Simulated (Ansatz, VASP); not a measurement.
# Two plane-wave programs on TaAs

```
Ta As
1.0
    -1.71676    1.71676    5.78308
     1.71676   -1.71676    5.78308
     1.71676    1.71676   -5.78308
Ta As
2 2
Cartesian
  1.7168 0.0000 5.7877
  0.0000 0.0000 8.6792
  1.7168 0.0000 0.9508
  0.0000 0.0000 3.8423
```

Alike in both runs: functional PBE; dispersion D3(BJ); k mesh 18 × 18 × 18; occupations fermi-dirac, width 0.15 eV; no spin polarisation.

Ansatz relaxed the structure, and its values are those at the end. VASP's run is a single point on that final structure, the one shown.

|  | VASP | Ansatz |
| --- | --- | --- |
| version | VASP 6.6.1 | Ansatz 0.2.0 |
| potentials or method | VASP PAW PBE potentials, release 64 (Ta_pv, As), cutoff 520 eV | scalar-relativistic, plane waves, PAW |
| valence electrons in the cell | 32 | 56 |

```tsv
	VASP	Ansatz	Ansatz less VASP
gap on the k mesh at the Fermi level (eV)	none	none	-
pressure (GPa)	0.5	0.0	-0.52
```

A gap of «none» marks a metal or a gap that the smearing closes. VASP's potentials hold 32 valence electrons a cell and Ansatz's 56, so a difference there can come from the potentials and not from the codes.

Spin-orbit coupling is off throughout.
